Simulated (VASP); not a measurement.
# GaP (F-43m) in VASP: vibrations by perturbation theory with RPBE

Aim: the vibrations by perturbation theory of GaP with RPBE.

All numbers are computed with VASP 6.6.1; they aren't measurements. Logs are shortened: lines on timing, memory, paths and dates and some standing lists are left out, and cuts for length are marked.

## 1. The cell of the first run

It takes space group F-43m (No. 216, cubic). Conventional cell: a = 5.451 Å, b = 5.451 Å, c = 5.451 Å, α = 90.00°, β = 90.00°, γ = 90.00°. Within 3.1 Å of Ga (site symmetry -43m) lie 4 P at 2.36 Å. P (site symmetry -43m) has 4 Ga at 2.36 Å within 3.1 Å.

## 2. Vibrations by perturbation theory, RPBE

The input, INCAR:

```
PREC = Accurate ; ENCUT = 520
EDIFF = 1E-8 ; ISMEAR = -1
SIGMA = 0.1 ; LREAL = False
LASPH = True ; NELM = 100
ALGO = Normal ; ISIF = 2
LWAVE = False ; LCHARG = False
GGA = RP ; NBANDS = 16
IBRION = 8 ; NSW = 1
```

The input, KPOINTS:

```
Automatic mesh
0
Gamma
  3 3 3
```

The input, POSCAR:

```
GaP
1.0
    0.0000000000      2.7252500000      2.7252500000
    2.7252500000      0.0000000000      2.7252500000
    2.7252500000      2.7252500000      0.0000000000
Ga P
1 1
Direct
    0.0000000000      0.0000000000      0.0000000000
    0.2500000000      0.2500000000      0.2500000000
```

Potentials or basis: VASP PAW PBE potentials, release 64 (Ga_d, P).

Run with:

```
cat potpaw_PBE.64/Ga_d/POTCAR potpaw_PBE.64/P/POTCAR > POTCAR
mpirun -np 1 vasp_std > vasp.out
```

OUTCAR:

```text
PREC = Accurate
   ENCUT = 520
   EDIFF = 1E-8
   ISMEAR = -1
   LREAL = False
   LASPH = True
   NELM = 100
   ISIF = 2
   GGA = RP
   IBRION = 8
   NSW = 1

 ion  position               nearest neighbor table
   1  0.000  0.000  0.000-   2 2.36   2 2.36   2 2.36   2 2.36
   2  0.250  0.250  0.250-   1 2.36   1 2.36   1 2.36   1 2.36

  LATTYP: Found a face centered cubic cell.
 ALAT       =     5.4505000000

  Lattice vectors:

 A1 = (   0.0000000000,   2.7252500000,   2.7252500000)
 A2 = (   2.7252500000,   0.0000000000,   2.7252500000)
 A3 = (   2.7252500000,   2.7252500000,   0.0000000000)

Analysis of symmetry for initial positions (statically):
=====================================================================
 Subroutine PRICEL returns:
 Original cell was already a primitive cell.

 Routine SETGRP: Setting up the symmetry group for a
 face centered cubic supercell.

 Subroutine GETGRP returns: Found 24 space group operations
 (whereof 24 operations were pure point group operations)
 out of a pool of 48 trial point group operations.

The static configuration has the point symmetry T_d .

Analysis of symmetry for dynamics (positions and initial velocities):
=====================================================================
 Subroutine PRICEL returns:
 Original cell was already a primitive cell.

 Routine SETGRP: Setting up the symmetry group for a
 face centered cubic supercell.

 Subroutine GETGRP returns: Found 24 space group operations
 (whereof 24 operations were pure point group operations)
 out of a pool of 48 trial point group operations.

The dynamic configuration has the point symmetry T_d .

 Subroutine INISYM returns: Found 24 space group operations
 (whereof 24 operations are pure point group operations),
 and found     1 'primitive' translations

----------------------------------------------------------------------------------------

                                     Primitive cell

  volume of cell :      40.4808

  direct lattice vectors                    reciprocal lattice vectors
     0.000000000  2.725250000  2.725250000    -0.183469406  0.183469406  0.183469406
     2.725250000  0.000000000  2.725250000     0.183469406 -0.183469406  0.183469406
     2.725250000  2.725250000  0.000000000     0.183469406  0.183469406 -0.183469406

  length of vectors
     3.854085511  3.854085511  3.854085511     0.317778334  0.317778334  0.317778334

  position of ions in fractional coordinates (direct lattice)
     0.000000000  0.000000000  0.000000000
     0.250000000  0.250000000  0.250000000

  ion indices of the primitive-cell ions
   primitive index   ion index
                 1           1
                 2           2

----------------------------------------------------------------------------------------

 KPOINTS: Automatic mesh

Automatic generation of k-mesh.
 Grid dimensions read from file:
 generate k-points for:    3    3    3

 Generating k-lattice:

  Cartesian coordinates                     Fractional coordinates (reciprocal lattice)
    -0.061156469  0.061156469  0.061156469     0.333333333  0.000000000  0.000000000
     0.061156469 -0.061156469  0.061156469     0.000000000  0.333333333  0.000000000
     0.061156469  0.061156469 -0.061156469     0.000000000  0.000000000  0.333333333

  Length of vectors
     0.105926111  0.105926111  0.105926111

[... 50 lines left out ...]
   IMIX   =      4    mixing-type and parameters
     AMIX     =   0.40;   BMIX     =  1.00
     AMIX_MAG =   1.60;   BMIX_MAG =  1.00
  volume/ion in A,a.u.               =      20.24       136.59
  Fermi-wavevector in a.u.,A,eV,Ry     =   1.249538  2.361284 21.243377  1.561344
  Thomas-Fermi vector in A             =   2.383574
   LORBIT       =      0    0 simple, 1 ext, 2 COOP (PROOUT), +10 PAW based schemes
   GGA     = RP    functional components
   LHFCALC =     F    Hartree Fock is set to
   AEXX    =    0.0000 exact exchange contribution
   IVDW    =     0    specifies the selected vdW correction
   LEPSILON=     F    determine dielectric tensor
   LRPA    =     F    only Hartree local field effects (RPA)
 non-spin polarized calculation
  energy-cutoff  :      520.00
  volume of cell :       40.48
 maximum number of plane-waves:      1113
 NGX is ok and might be reduce to    30
   NGX = 15   NGY = 15   NGZ = 15

--------------------------------------- Ionic step        1  -------------------------------------------

 number of electron      17.9999989 magnetization

 Free energy of the ion-electron system (eV)
  ---------------------------------------------------
  ext. energy  EPLUGINS =         0.00000000
  ---------------------------------------------------
  free energy    TOTEN  =        -7.94690088 eV

  energy without entropy =       -7.94680969  energy(sigma->0) =       -7.94685529

 E-fermi :   5.7191     XC(G=0):  -9.5773

 val. band max:        4.8680867258   @ k =   0.0000   0.0000   0.0000
 cond. band min:       6.6667570797   @ k =   0.3333   0.3333   0.0000
 fundamental gap:      1.7986703539
 Fermi energy:         5.7191278260

 k-point     1 :       0.0000    0.0000    0.0000
  band No.  band energies     occupation
      1      -9.7910      2.00000
      2      -9.7910      2.00000
      3      -9.7910      2.00000
      4      -9.6950      2.00000
      5      -9.6950      2.00000
      6      -7.6107      2.00000
[... 55 lines left out ...]
      5      -9.6879      2.00000
      6      -4.8767      2.00000
[... 8 lines left out ...]
     15      14.4178      0.00000
     16      20.0581      0.00000

------------------------ aborting loop because EDIFF is reached ----------------------------------------

  FORCE on cell =-STRESS in cart. coord.  units (eV):
  Direction    XX          YY          ZZ          XY          YZ          ZX
  --------------------------------------------------------------------------------------
  -------------------------------------------------------------------------------------
  Total        1.5545287      1.5545287      1.5545287      0.0000000      0.0000000     -0.0000000
  in kB       61.5262291     61.5262291     61.5262291      0.0000000      0.0000000     -0.0000000
  external PRESSURE =      61.5262291 kB  Pullay stress =       0.0000000 kB

 VOLUME and BASIS-vectors are now :
 -----------------------------------------------------------------------------
  energy-cutoff  :      520.00
  volume of cell :       40.48
      direct lattice vectors                 reciprocal lattice vectors
     0.000000000  2.725250000  2.725250000    -0.183469406  0.183469406  0.183469406
     2.725250000  0.000000000  2.725250000     0.183469406 -0.183469406  0.183469406
     2.725250000  2.725250000  0.000000000     0.183469406  0.183469406 -0.183469406

 POSITION                                       TOTAL-FORCE (eV/Angst)
 -----------------------------------------------------------------------------------
      0.00000      0.00000      0.00000         0.000000      0.000000      0.000000
      1.36262      1.36262      1.36262        -0.000000     -0.000000     -0.000000
 -----------------------------------------------------------------------------------
    total drift:                                0.000002      0.000002      0.000002

  FREE ENERGIE OF THE ION-ELECTRON SYSTEM (eV)
  ---------------------------------------------------
  free  energy   TOTEN  =        -7.9469008816 eV

  energy  without entropy=       -7.9468096932  energy(sigma->0) =       -7.94685529

[... ionic steps 2 to 3 ...]

--------------------------------------- Ionic step        4  -------------------------------------------

------------------------ aborting loop because EDIFF is reached ----------------------------------------

[... ionic steps 5 to 6 ...]

--------------------------------------- Ionic step        7  -------------------------------------------

 Free energy of the ion-electron system (eV)
  ---------------------------------------------------
  ---------------------------------------------------
  free energy    TOTEN  =        -0.04882972 eV

  energy without entropy =       -0.04882972

------------------------ aborting loop because EDIFF is reached ----------------------------------------

 INTERNAL STRAIN TENSOR  FOR ION    2  DIRECTION 1   (eV/Angst):
 -----------------------------------------------------------------------------
     0.01989 -0.00000  0.00000
    -0.00000 -0.00812 -7.37353
     0.00000 -7.37353 -0.00812

 INTERNAL STRAIN TENSOR FOR ION    2 for displacements in x,y,z  (eV/Angst):
          X           Y           Z          XY          YZ          ZX
  --------------------------------------------------------------------------------
  x    -0.00000     0.00000    -0.00000     0.00000    -7.37353    -0.00000
  y     0.00000     0.00000    -0.00000     0.00000     0.00000    -7.37353
  z     0.00000     0.00000    -0.00000    -7.37353    -0.00000     0.00000

 SECOND DERIVATIVES (NOT SYMMETRIZED)
 ------------------------------------
               1X          1Y          1Z          2X          2Y          2Z
  1X   -10.414917    0.000000    0.000000   10.414917    0.000000    0.000000
  1Y     0.000000  -10.414917    0.000000    0.000000   10.414917    0.000000
  1Z     0.000000    0.000000  -10.414917    0.000000    0.000000   10.414917
  2X    10.432520    0.000000    0.000000  -10.432520    0.000000    0.000000
  2Y     0.000000   10.432520    0.000000    0.000000  -10.432520    0.000000
  2Z     0.000000    0.000000   10.432520    0.000000    0.000000  -10.432520

 Eigenvectors and eigenvalues of the dynamical matrix
 ----------------------------------------------------

   1 f  =   10.900696 THz    68.491093 2PiTHz  363.608080 cm-1    45.081636 meV
             X         Y         Z           dx          dy          dz
      0.000000  0.000000  0.000000     0.232612    0.500673   -0.049550
      1.362625  1.362625  1.362625    -0.349291   -0.751813    0.074404
[... 21 lines left out ...]
   6 f/i=    0.004246 THz     0.026681 2PiTHz    0.141645 cm-1     0.017562 meV
             X         Y         Z           dx          dy          dz
      0.000000  0.000000  0.000000    -0.217425    0.788973   -0.151692
      1.362625  1.362625  1.362625    -0.144795    0.525420   -0.101020

--------------------------------------------------------------------------------------------------------

 ELASTIC MODULI CONTR FROM IONIC RELAXATION (kBar)
 Direction    XX          YY          ZZ          XY          YZ          ZX
 --------------------------------------------------------------------------------
 XX          -0.0000      0.0000      0.0000      0.0000     -0.0000     -0.0000
 YY           0.0000     -0.0000      0.0000      0.0000      0.0000      0.0000
 ZZ           0.0000      0.0000     -0.0000     -0.0000      0.0000     -0.0000
 XY           0.0000      0.0000     -0.0000   -204.1345     -0.0000      0.0000
 YZ          -0.0000      0.0000      0.0000     -0.0000   -204.1345     -0.0000
 ZX          -0.0000      0.0000     -0.0000      0.0000     -0.0000   -204.1345
 --------------------------------------------------------------------------------
```

It took 60 s on 1 thread of Intel Xeon Platinum 8259CL at 2.50GHz (Skylake/Cascade Lake), shared host; peak memory 0.18 GiB.

Results:

```yaml
Highest_phonon_frequency_at_Γ_LO-TO_splitting_left_out: 364 cm⁻¹
```

Phonon frequencies in cm⁻¹ (negative: imaginary):
```
              q point        frequencies
(0.000, 0.000, 0.000)  0 0 0 364 364 364
```

Caveat: the k points lie up to 0.67 Å⁻¹ apart; the cell wasn't relaxed at this level first, which shifts response properties; the PAW data sets were made with another functional, which shifts forces and pressure a little.
